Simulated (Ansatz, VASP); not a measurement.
Ge in VASP and in Ansatz

File INCAR:

```
SYSTEM = Ge
PREC     = Accurate       ! precision mode
ENCUT    = 520            ! plane-wave cutoff, eV
EDIFF    = 1E-6           ! SCF threshold, eV
ISMEAR   = -1             ! smearing method
SIGMA    = 0.05           ! smearing width, eV
LREAL    = .FALSE.        ! projectors in reciprocal space
LASPH    = .TRUE.         ! aspherical terms in the spheres
NELM     = 80             ! most SCF steps
ALGO     = Normal         ! electronic algorithm
ISIF     = 2              ! what is computed and relaxed
LWAVE    = .FALSE.        ! write WAVECAR
LCHARG   = .TRUE.         ! write CHGCAR
LELF     = .TRUE.         ! ELF
LVHAR    = .TRUE.       
NBANDS   = 13             ! bands
```

KPOINTS

```
Automatic mesh
0
G
  6 6 6
  0 0 0
```

Contents of POSCAR:

```
Ge
1.0
    1.3971490000     -2.6005160000      0.0000000000
    1.3971490000      2.6005160000      0.0000000000
    0.0000000000      0.0000000000      2.6982310000
Ge
1
Direct
    0.5000000000      0.5000000000      0.0000000000
```

Contents of input.yaml:

```yaml
crystal:
  lattice:
    - [1.397149, -2.600516, 0.0]
    - [1.397149, 2.600516, 0.0]
    - [0.0, 0.0, 2.698231]
  atoms:
    - { symbol: Ge, position: [0.5, 0.5, 0.0] }
hamiltonian:
  xc: lda
  pseudopotentials: { kind: paw }
kpoints:
  mp_grid: { grid: [6, 6, 6] }
scf:
  occupations: { method: fermi_dirac, width: 0.05 }
  n_extra_bands: 6
output:
  forces: true
  stress: true
  eigenvalues: true
  dos: { projected: true, de: 0.05, nscf_kmesh: { grid: [9, 9, 9] } }
  write_density: true
  write_potential: true
  elf: true
  volumetric_format: npy
```

Alike in both runs: functional LDA; k mesh 6 × 6 × 6; occupations fermi-dirac, width 0.05 eV; no spin polarisation.

```csv
,VASP,Ansatz
version,VASP 6.6.1,Ansatz 0.2.0
potentials or method,"VASP PAW LDA potentials, release 64 (Ge_d)",Ansatz PAW
plane-wave cutoff (eV),520,420
valence electrons in the cell,14,14
task,single point,projected density of states
```

Ansatz gave:

| Property | Result |
| --- | --- |
| gap on the k mesh at the Fermi level (eV) | none |
| pressure (GPa) | -5.7 |
| traceless stress, the component that is largest in VASP (GPa) | 6.84 |

Problem. Estimate VASP's values.

Solution. gap on the k mesh at the Fermi level (eV): none; pressure (GPa): -5.8; traceless stress, the component that is largest in VASP (GPa): 6.82.

LDA's correlation is that of Perdew and Zunger in VASP and of Perdew and Wang (1992) in Ansatz. A gap of «none» marks a metal or a gap that the smearing closes.

The k mesh is coarse, so the values compare programs but aren't converged.
